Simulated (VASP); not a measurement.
# WSe2 (P6_3/mmc) in VASP: single point with PBE+D3(BJ)

Aim: the single point of WSe2 with PBE+D3(BJ).

All numbers are computed with VASP 6.6.1; they aren't measurements. Logs are shortened: lines on timing, memory, paths and dates and some standing lists are left out, and cuts for length are marked.

**The experiment to reproduce.**

“Time-resolved XUV ARPES with tunable 24–33 eV laser pulses at 30 meV resolution”, 2019, pmc:6684652 reports, for a bulk crystal of WSe2: band gap 1.3 eV (indirect).

The runs below are set against these values where they give the same quantity.

### Step 1. The cell of the first run

Symmetry: P6_3/mmc, No. 194, hexagonal system. Conventional cell: a = 3.279 Å, b = 3.279 Å, c = 12.788 Å, α = 90.00°, β = 90.00°, γ = 120.00°. W (site symmetry -6m2) has 6 Se at 2.53 Å and 6 W at 3.28 Å within 3.3 Å. Se (site symmetry 3m) has 3 W at 2.53 Å and 6 Se at 3.28 Å within 3.3 Å.

### Step 2. Single point, PBE+D3(BJ)

File INCAR:

```
  ALGO = Normal
  EDIFF = 1E-6
  ENCUT = 520
  GGA = PE
  ISIF = 2
  ISMEAR = 0
  IVDW = 12
  LASPH = T
  LCHARG = F
  LREAL = F
  LWAVE = F
  NBANDS = 35
  NELM = 100
  PREC = Accurate
  SIGMA = 0.05
```

File KPOINTS:

```
k-points
0
Gamma
  9 9 2
```

File POSCAR:

```
WSe2
1.0
    3.2790216039      0.0000000000      0.0000000000
   -1.6395108019      2.8397160085      0.0000000000
    0.0000000000      0.0000000000     12.7878979243
W Se
2 4
Direct
    0.3333333333      0.6666666667      0.2500000000
    0.6666666667      0.3333333333      0.7500000000
    0.3333333333      0.6666666667      0.6182859564
    0.6666666667      0.3333333333      0.1182859564
    0.3333333333      0.6666666667      0.8817140436
    0.6666666667      0.3333333333      0.3817140436
```

Potentials or basis: VASP PAW PBE potentials, release 64 (W_sv, Se).

Started as:

```console
$ cat potpaw_PBE.64/W_sv/POTCAR potpaw_PBE.64/Se/POTCAR > POTCAR
$ mpirun -np 1 vasp_std > vasp.out
```

OUTCAR:

```text
EDIFF = 1E-6
   ENCUT = 520
   GGA = PE
   ISIF = 2
   ISMEAR = 0
   IVDW = 12
   LASPH = T
   LREAL = F
   NELM = 100
   PREC = Accurate
 IVDW          = 12

 ion  position               nearest neighbor table
   1  0.333  0.667  0.250-   4 2.53   6 2.53   4 2.53   6 2.53   4 2.53   6 2.53
   2  0.667  0.333  0.750-   3 2.53   5 2.53   3 2.53   5 2.53   3 2.53   5 2.53
   3  0.333  0.667  0.618-   2 2.53   2 2.53   2 2.53
   4  0.667  0.333  0.118-   1 2.53   1 2.53   1 2.53
   5  0.333  0.667  0.882-   2 2.53   2 2.53   2 2.53
   6  0.667  0.333  0.382-   1 2.53   1 2.53   1 2.53

  LATTYP: Found a hexagonal cell.
 ALAT       =     3.2790216039
 C/A-ratio  =     3.8999126779

  Lattice vectors:

 A1 = (   3.2790216039,   0.0000000000,   0.0000000000)
 A2 = (  -1.6395108019,   2.8397160085,   0.0000000000)
 A3 = (   0.0000000000,   0.0000000000,  12.7878979243)

Analysis of symmetry for initial positions (statically):
=====================================================================
 Subroutine PRICEL returns:
 Original cell was already a primitive cell.

 Routine SETGRP: Setting up the symmetry group for a
 hexagonal supercell.

 Subroutine GETGRP returns: Found 24 space group operations
 (whereof 12 operations were pure point group operations)
 out of a pool of 24 trial point group operations.

The static configuration has the point symmetry D_3d.
 The point group associated with its full space group is D_6h.

Analysis of symmetry for dynamics (positions and initial velocities):
=====================================================================
 Subroutine PRICEL returns:
 Original cell was already a primitive cell.

 Routine SETGRP: Setting up the symmetry group for a
 hexagonal supercell.

 Subroutine GETGRP returns: Found 24 space group operations
 (whereof 12 operations were pure point group operations)
 out of a pool of 24 trial point group operations.

The dynamic configuration has the point symmetry D_3d.
 The point group associated with its full space group is D_6h.

 Subroutine INISYM returns: Found 24 space group operations
 (whereof 12 operations are pure point group operations),
 and found     1 'primitive' translations

----------------------------------------------------------------------------------------

                                     Primitive cell

  volume of cell :     119.0744

  direct lattice vectors                    reciprocal lattice vectors
     3.279021604  0.000000000  0.000000000     0.304969018  0.176073945  0.000000000
    -1.639510802  2.839716008  0.000000000     0.000000000  0.352147890  0.000000000
     0.000000000  0.000000000 12.787897924     0.000000000  0.000000000  0.078198935

  length of vectors
     3.279021604  3.279021604 12.787897924     0.352147890  0.352147890  0.078198935

  position of ions in fractional coordinates (direct lattice)
     0.333333333  0.666666667  0.250000000
     0.666666667  0.333333333  0.750000000
     0.333333333  0.666666667  0.618285956
     0.666666667  0.333333333  0.118285956
     0.333333333  0.666666667  0.881714044
     0.666666667  0.333333333  0.381714044

  ion indices of the primitive-cell ions
   primitive index   ion index
                 1           1
                 2           2
                 3           3
                 4           4
                 5           5
                 6           6

----------------------------------------------------------------------------------------

 KPOINTS: k-points

Automatic generation of k-mesh.
 Grid dimensions read from file:
 generate k-points for:    9    9    2

 Generating k-lattice:

  Cartesian coordinates                     Fractional coordinates (reciprocal lattice)
     0.033885446  0.019563772  0.000000000     0.111111111  0.000000000  0.000000000
     0.000000000  0.039127543  0.000000000     0.000000000  0.111111111  0.000000000
     0.000000000  0.000000000  0.039099468     0.000000000  0.000000000  0.500000000

  Length of vectors
     0.039127543  0.039127543  0.039099468

  Shift w.r.t. Gamma in fractional coordinates (k-lattice)
     0.000000000  0.000000000  0.000000000

 Subroutine IBZKPT returns following result:
 ===========================================

 Found     24 irreducible k-points:

 Following reciprocal coordinates:
            Coordinates               Weight
  0.000000  0.000000  0.000000      1.000000
  0.111111 -0.000000  0.000000      6.000000
  0.222222  0.000000  0.000000      6.000000
  0.333333  0.000000  0.000000      6.000000
  0.444444  0.000000  0.000000      6.000000
  0.111111  0.111111  0.000000      6.000000
[... 16 lines left out ...]
  0.333333  0.222222  0.500000     12.000000
  0.333333  0.333333  0.500000      2.000000
   k-points           NKPTS =     24   k-points in BZ     NKDIM =     24   number of bands    NBANDS=     35
   number of dos      NEDOS =    301   number of ions     NIONS =      6
   total plane-waves  NPLWV =  55296
   dimension x,y,z NGX =    24 NGY =   24 NGZ =   96
   dimension x,y,z NGXF=    48 NGYF=   48 NGZF=  192
   ions per type =               2   4
   NGX,Y,Z   is equivalent  to a cutoff of  12.17, 12.17, 12.48 a.u.
   NGXF,Y,Z  is equivalent  to a cutoff of  24.34, 24.34, 24.96 a.u.
 SYSTEM =  unknown system
   PREC   = accura    normal or accurate (medium, high low for compatibility)
   ISTART =      0    job   : 0-new  1-cont  2-samecut
   ICHARG =      2    charge: 1-file 2-atom 10-const
   ISPIN  =      1    spin polarized calculation?
   LNONCOLLINEAR =      F non collinear calculations
   LSORBIT =      F    spin-orbit coupling
   LASPH  =      T    aspherical Exc in radial PAW
   ENCUT  =  520.0 eV  38.22 Ry    6.18 a.u.   6.10  6.10 23.78*2*pi/ulx,y,z
   NELM   =    100;   NELMIN=  2; NELMDL= -5     # of ELM steps
   EDIFF  = 0.1E-05   stopping-criterion for ELM
   LREAL  =      F    real-space projection
   EDIFFG = 0.1E-04   stopping-criterion for IOM
   NSW    =      0    number of steps for IOM
   IBRION =     -1    ionic relax: 0-MD 1-quasi-New 2-CG
   NFREE  =      0    steps in history (QN), initial steepest desc. (CG)
   ISIF   =      2    stress and relaxation
   ISYM   =      2    0-nonsym 1-usesym 2-fastsym
   POTIM  = 0.5000    time-step for ionic-motion
   TEBEG  =    0.0;   TEEND  =   0.0 temperature during run
   PSTRESS=    0.0 pullay stress
   NELECT =      52.0000    total number of electrons
   NUPDOWN=      -1.0000    fix difference up-down
   EMIN   =  10.00;   EMAX   =-10.00  energy-range for DOS
   EFERMI =   0.00;   METHOD = LEGACY
   ISMEAR =     0;   SIGMA  =   0.05  broadening in eV -4-tet -1-fermi 0-gaus
   EFERMI_NEDOS =   21; number of points for ismear=-14 and -15
   IALGO  =     38    algorithm
   IMIX   =      4    mixing-type and parameters
     AMIX     =   0.40;   BMIX     =  1.00
     AMIX_MAG =   1.60;   BMIX_MAG =  1.00
  volume/ion in A,a.u.               =      19.85       133.93
  Fermi-wavevector in a.u.,A,eV,Ry     =   1.242043  2.347120 20.989298  1.542670
  Thomas-Fermi vector in A             =   2.376414
   LORBIT       =      0    0 simple, 1 ext, 2 COOP (PROOUT), +10 PAW based schemes
   GGA     = PE    functional components
   LHFCALC =     F    Hartree Fock is set to
   AEXX    =    0.0000 exact exchange contribution
   IVDW    =    12    specifies the selected vdW correction
   LEPSILON=     F    determine dielectric tensor
   LRPA    =     F    only Hartree local field effects (RPA)
 non-spin polarized calculation
 Gauss-broadening in eV      SIGMA  =   0.05
  energy-cutoff  :      520.00
  volume of cell :      119.07
 maximum number of plane-waves:      3246
   NGX = 13   NGY = 13   NGZ = 47

 number of electron      51.9999988 magnetization

 Free energy of the ion-electron system (eV)
  ---------------------------------------------------
  ext. energy  EPLUGINS =         0.00000000
  ---------------------------------------------------
  free energy    TOTEN  =       -43.07734197 eV

  energy without entropy =      -43.07734197  energy(sigma->0) =      -43.07734197

 E-fermi :   6.9721     XC(G=0): -10.8979

 val. band max:        6.5251208725   @ k =   0.0000   0.0000   0.0000
 cond. band min:       7.5174540541   @ k =   0.2222   0.1111   0.0000
 fundamental gap:      0.9923331817
 Fermi energy:         6.9721296633

 k-point     1 :       0.0000    0.0000    0.0000
  band No.  band energies     occupation
      1     -67.8181      2.00000
      2     -67.8180      2.00000
      3     -32.0690      2.00000
      4     -32.0689      2.00000
      5     -31.9316      2.00000
      6     -31.9316      2.00000
[... 27 lines left out ...]
     34       9.4668      0.00000
     35      11.0795      0.00000

 k-point     2 :       0.1111   -0.0000    0.0000
  band No.  band energies     occupation
      1     -67.8168      2.00000
      2     -67.8168      2.00000
      3     -32.0635      2.00000
      4     -32.0635      2.00000
      5     -31.9601      2.00000
      6     -31.9601      2.00000
[... 27 lines left out ...]
     34       9.5668      0.00000
     35      12.0353      0.00000

 k-point     3 :       0.2222    0.0000    0.0000
  band No.  band energies     occupation
      1     -67.8136      2.00000
      2     -67.8136      2.00000
      3     -32.0498      2.00000
      4     -32.0498      2.00000
      5     -32.0315      2.00000
      6     -32.0315      2.00000
[... 27 lines left out ...]
     34      10.2103      0.00000
     35      12.8754      0.00000

 k-point     4 :       0.3333    0.0000    0.0000
  band No.  band energies     occupation
      1     -67.8100      2.00000
      2     -67.8100      2.00000
      3     -32.1115      2.00000
      4     -32.1115      2.00000
      5     -32.0342      2.00000
      6     -32.0342      2.00000
[... 27 lines left out ...]
     34      10.6908      0.00000
     35      11.8538      0.00000

 k-point     5 :       0.4444    0.0000    0.0000
  band No.  band energies     occupation
      1     -67.8076      2.00000
      2     -67.8076      2.00000
      3     -32.1631      2.00000
      4     -32.1631      2.00000
      5     -32.0239      2.00000
      6     -32.0239      2.00000
[... 638 lines left out ...]
 k-point    22 :       0.2222    0.2222    0.5000
  band No.  band energies     occupation
      1     -67.8084      2.00000
      2     -67.8084      2.00000
      3     -32.1161      2.00000
      4     -32.1161      2.00000
      5     -32.0273      2.00000
      6     -32.0273      2.00000
[... 27 lines left out ...]
     34      10.7531      0.00000
     35      12.7603      0.00000

 k-point    23 :       0.3333    0.2222    0.5000
  band No.  band energies     occupation
      1     -67.8066      2.00000
      2     -67.8066      2.00000
      3     -32.1347      2.00000
      4     -32.1347      2.00000
      5     -32.0443      2.00000
      6     -32.0443      2.00000
[... 27 lines left out ...]
     34      10.7673      0.00000
     35      12.1918      0.00000

 k-point    24 :       0.3333    0.3333    0.5000
  band No.  band energies     occupation
      1     -67.8060      2.00000
      2     -67.8060      2.00000
      3     -32.1102      2.00000
      4     -32.1102      2.00000
      5     -32.0862      2.00000
      6     -32.0862      2.00000
[... 27 lines left out ...]
     34      10.8500      0.00000
     35      12.7448      0.00000

------------------------ aborting loop because EDIFF is reached ----------------------------------------

 Edisp (eV)   -2.85302

 E8    (eV) :    -1.2725

  FORCE on cell =-STRESS in cart. coord.  units (eV):
  Direction    XX          YY          ZZ          XY          YZ          ZX
  --------------------------------------------------------------------------------------
  -------------------------------------------------------------------------------------
  Total       0.20841     0.20841     0.29996     0.00000     0.00000     0.00000
  in kB       2.80423     2.80423     4.03608     0.00000     0.00000     0.00000
  external pressure =        3.21 kB  Pullay stress =        0.00 kB

 VOLUME and BASIS-vectors are now :
 -----------------------------------------------------------------------------
  energy-cutoff  :      520.00
  volume of cell :      119.07
      direct lattice vectors                 reciprocal lattice vectors
     3.279021604  0.000000000  0.000000000     0.304969018  0.176073945  0.000000000
    -1.639510802  2.839716008  0.000000000     0.000000000  0.352147890  0.000000000
     0.000000000  0.000000000 12.787897924     0.000000000  0.000000000  0.078198935

 POSITION                                       TOTAL-FORCE (eV/Angst)
 -----------------------------------------------------------------------------------
     -0.00000      1.89314      3.19697        -0.000000     -0.000000      0.000000
      1.63951      0.94657      9.59092         0.000000      0.000000      0.000000
     -0.00000      1.89314      7.90658         0.000000     -0.000000     -0.047668
      1.63951      0.94657      1.51263         0.000000      0.000000     -0.047668
     -0.00000      1.89314     11.27527         0.000000     -0.000000      0.047668
      1.63951      0.94657      4.88132        -0.000000      0.000000      0.047668
 -----------------------------------------------------------------------------------
    total drift:                                0.000000     -0.000000      0.000000

  FREE ENERGIE OF THE ION-ELECTRON SYSTEM (eV)
  ---------------------------------------------------
  free  energy   TOTEN  =       -45.9303577082 eV

  energy  without entropy=      -45.9303577082  energy(sigma->0) =      -45.93035771
```

Wall time 71 s (1 thread of Intel Xeon Platinum 8488C (Sapphire Rapids), shared host); peak memory 0.28 GiB.

What came out:

- Free energy: -45.9304 eV
- Pressure: 0.3 GPa
- Largest force: 0.048 eV/Å
- Band gap on the k mesh: 0.99 eV, indirect (least direct gap 1.56 eV)
- Dispersion energy per atom: -0.476 eV

Forces in eV/Å, atoms in the order of the input:
```
W    0.000  0.000  0.000
W    0.000  0.000  0.000
Se   0.000  0.000 -0.048
Se   0.000  0.000 -0.048
Se   0.000  0.000  0.048
Se   0.000  0.000  0.048
```

Caveat: spin-orbit coupling is left out, which moves the levels of the heavy elements.

### Step 3. Comparison with measurements

Step 2. A measured gap of WSe2 is 1.3 eV (indirect; “Time-resolved XUV ARPES with tunable 24–33 eV laser pulses at 30 meV resolution”, 2019, pmc:6684652); the calculated 0.99 eV misses it by -0.31 eV. Spin-orbit coupling on Se, W is left out. The value is that of PBE+D3(BJ) on a finite k mesh, which can miss the band edges, without temperature or zero-point motion. Semilocal functionals fall short of measured gaps as a rule.
